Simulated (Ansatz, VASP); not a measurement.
# Two plane-wave programs on ZrZn4N

```
CELL_PARAMETERS angstrom
4.67066 0.00000 0.00000
-2.33533 4.04491 0.00000
0.00000 0.00000 4.80269
ATOMIC_POSITIONS crystal
Zr 0.00000 0.00000 0.50000
Zn 0.33333 0.66667 0.75254
Zn 0.33333 0.66667 0.24746
Zn 0.66667 0.33333 0.75254
Zn 0.66667 0.33333 0.24746
N 0.00000 0.00000 0.00000
```

Change from the starting cell: species swapped into the TiCrB4 type (P6/mmm, No. 191).

Alike in both runs: functional PBE; k mesh 12 × 12 × 8; occupations gaussian, width 0.1 eV; no spin polarisation.

Ansatz relaxed the structure, and its values are those at the end. VASP's run is a single point on that final structure, the one shown.

|  | VASP | Ansatz |
| --- | --- | --- |
| version | VASP 6.6.1 | Ansatz 0.2.0 |
| potentials or method | VASP PAW PBE potentials, release 64 (Zr_sv, Zn, N), cutoff 520 eV | scalar-relativistic, plane waves, PAW |
| valence electrons in the cell | 65 | 65 |

Ansatz gave:

- gap on the k mesh at the Fermi level (eV): none
- pressure (GPa): 0.0
- rms of the force components (eV/Å): 0.001

**Question.** What did VASP give for the same quantities?

**Answer.** gap on the k mesh at the Fermi level (eV): none; pressure (GPa): 0.2; rms of the force components (eV/Å): 0.004.

A gap of «none» marks a metal or a gap that the smearing closes. With one functional, cell and mesh, what is left measures potentials, basis and numerics.
